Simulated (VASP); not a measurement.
Crystal: InSe2.

```xyz
6
Lattice="3.8949 0.0000 0.0000 0.0000 3.8949 0.0000 0.0000 0.0000 9.6262" Properties=species:S:1:pos:R:3 pbc="T T T"
In    0.0000    1.9474    6.8006
In    1.9474    0.0000    2.8256
Se    0.0000    1.9474    3.5252
Se    1.9474    0.0000    6.1010
Se    0.0000    0.0000    0.0000
Se    1.9474    1.9474    0.0000
```

Base run:

| Quantity | Value |
| --- | --- |
| Program | VASP 6.6.1 |
| Functional | PBE |
| Potentials or basis | VASP PAW PBE potentials, release 64 (In_d, Se) |
| Cutoff | 520 eV |
| k mesh | 10 × 10 × 4 |
| Occupations | gaussian, width 0.01 eV |
| Spin | no spin polarisation |

Its results: band gap on the k mesh zero (band 25 reaches 5.76 eV, above the bottom of band 26 at 3.65 eV); pressure -0.1 GPa; largest force 0.047 eV/Å.

Question: The run is repeated on the same cell with these changes: occupations from gaussian, width 0.01 eV to fermi-dirac, width 0.3 eV; further incar settings from ALGO = Normal; EDIFF = 1e-06; NBANDS = 34 to ALGO = Normal; EDIFF = 1e-07; NBANDS = 34. What comes out?

Answer: Band gap on the k mesh zero (band 25 reaches 5.78 eV, above the bottom of band 26 at 3.65 eV); pressure 0.5 GPa; largest force 0.062 eV/Å.

Caveats: spin-orbit coupling is left out, which moves the levels of the heavy elements.
